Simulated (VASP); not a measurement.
Set up this calculation in VASP 6.6.1, as the native input.

```yaml
Task: single point
Functional: PBE
Potentials_or_basis: VASP PAW PBE potentials, release 64 (Ga_d, B, As)
Cutoff: 520 eV
k_mesh: 12 × 12 × 6
Occupations: gaussian, width 0.1 eV
Spin: no spin polarisation
Dipole_correction: no
Further_INCAR_settings: ALGO = Normal; EDIFF = 1e-06; NBANDS = 26
```

The structure of GaB2As3 lies in POSCAR:

```
GaB2As3
1.0
    4.2980140099      0.0000000000      0.0000000000
   -2.1490070050      3.7221893183      0.0000000000
    0.0000000000      0.0000000000      6.2583211336
Ga B As
1 2 3
Direct
    0.0000000000      0.0000000000      0.0000000000
    0.6666666667      0.3333333333      0.3658210059
    0.3333333333      0.6666666667      0.6341789941
    0.0000000000      0.0000000000      0.5000000000
    0.6666666667      0.3333333333      0.7117132579
    0.3333333333      0.6666666667      0.2882867421
```

The input as run:

INCAR

```
PREC = Accurate
ENCUT = 520
EDIFF = 1E-6
ISMEAR = 0
SIGMA = 0.1
LREAL = F
LASPH = T
NELM = 80
ALGO = Normal
ISIF = 2
LWAVE = F
LCHARG = F
GGA = PE
NBANDS = 26
```

KPOINTS

```
Automatic mesh
0
Gamma
  12 12 6
```

Potentials or basis: VASP PAW PBE potentials, release 64 (Ga_d, B, As).

Command:

```bash
$ cat potpaw_PBE.64/Ga_d/POTCAR potpaw_PBE.64/B/POTCAR potpaw_PBE.64/As/POTCAR > POTCAR
$ mpirun -np 1 vasp_std > vasp.out
```

It gave:

```
Pressure               : 0.2 GPa
Largest force          : 0.041 eV/Å
Band gap on the k mesh : zero (band 17 reaches 6.79 eV, above the bottom of band 18 at 4.13 eV)
```

Wall time 2.8 min on 1 thread of Intel(R) Xeon(R) Platinum 8488C (Sapphire Rapids) (shared host), peak memory 0.38 GiB.
